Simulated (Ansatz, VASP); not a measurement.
**SiC4 in VASP and in Ansatz**

```
CELL_PARAMETERS angstrom
2.46991 0.00000 0.00000
-1.23495 2.13900 0.00000
0.00000 0.00000 26.71631
ATOMIC_POSITIONS crystal
Si 0.33333 0.66667 0.75000
Si 0.66667 0.33333 0.25000
C 0.33333 0.66667 0.91763
C 0.33333 0.66667 0.08237
C 0.33333 0.66667 0.41763
C 0.33333 0.66667 0.58237
C 0.66667 0.33333 0.58237
C 0.66667 0.33333 0.91763
C 0.66667 0.33333 0.08237
C 0.66667 0.33333 0.41763
```

Alike in both runs: functional PBE; k mesh 18 × 18 × 2; occupations gaussian, width 0.1 eV; no spin polarisation.

Ansatz relaxed the structure, and its values are those at the end. VASP's run is a single point on that final structure, the one shown.

|  | VASP | Ansatz |
| --- | --- | --- |
| version | VASP 6.6.1 | Ansatz 0.2.0 |
| potentials or method | VASP PAW PBE potentials, release 64 (Si, C), cutoff 520 eV | scalar-relativistic, plane waves, PAW |
| valence electrons in the cell | 40 | 40 |

|  | VASP | Ansatz | Ansatz less VASP |
| --- | --- | --- | --- |
| gap on the k mesh at the Fermi level (eV) | none | none | - |
| pressure (GPa) | 0.2 | 0.0 | -0.20 |

A gap of «none» marks a metal or a gap that the smearing closes.
